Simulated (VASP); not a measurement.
Wanted: the native input for a VASP 6.6.1 run.

- Task: single point
- Functional: LDA
- Potentials or basis: VASP PAW LDA potentials, release 64 (Pb_d, S)
- Cutoff: 520 eV
- k mesh: 4 × 4 × 2
- Occupations: gaussian, width 0.01 eV
- Spin: no spin polarisation
- Dipole correction: no
- Further INCAR settings: ALGO = Normal; EDIFF = 1e-07; NBANDS = 28

The structure of PbS lies in POSCAR:

```
PbS
1.0
    2.9546857060     -2.9689146782      0.2885111679
    2.9546857060      2.9689146782      0.2885111679
   -0.5835654437      0.0000000000      5.9261898233
Pb S
2 2
Direct
    0.7499848511      0.7499848511      0.7500022177
    0.2500151489      0.2500151489      0.2499977823
    0.2500793338      0.2500793338      0.7500269652
    0.7499206662      0.7499206662      0.2499730348
```

These files were run (other wordings do the same):

INCAR

```
  PREC = Accurate
  ENCUT = 520
  EDIFF = 1E-7
  ISMEAR = 0
  SIGMA = 0.01
  LREAL = F
  LASPH = T
  NELM = 80
  ALGO = Normal
  ISIF = 2
  LWAVE = F
  LCHARG = F
  GGA = CA
  NBANDS = 28
```

KPOINTS

```
regular mesh
0
Gamma
  4 4 2
```

Potentials or basis: VASP PAW LDA potentials, release 64 (Pb_d, S).

Run with:

```console
$ cat potpaw_LDA.64/Pb_d/POTCAR potpaw_LDA.64/S/POTCAR > POTCAR
$ mpirun -np 1 vasp_std > vasp.out
```

Results of the run:

```json
{
 "Pressure": "-1.8 GPa",
 "Band gap on the k mesh": "0.20 eV"
}
```

Caveat: the k points lie up to 0.53 Å⁻¹ apart; spin-orbit coupling is left out, which moves the levels of the heavy elements.

Run time: 46 s on 1 thread of Intel Xeon 8259CL, on a shared host, peak memory 0.19 GiB.
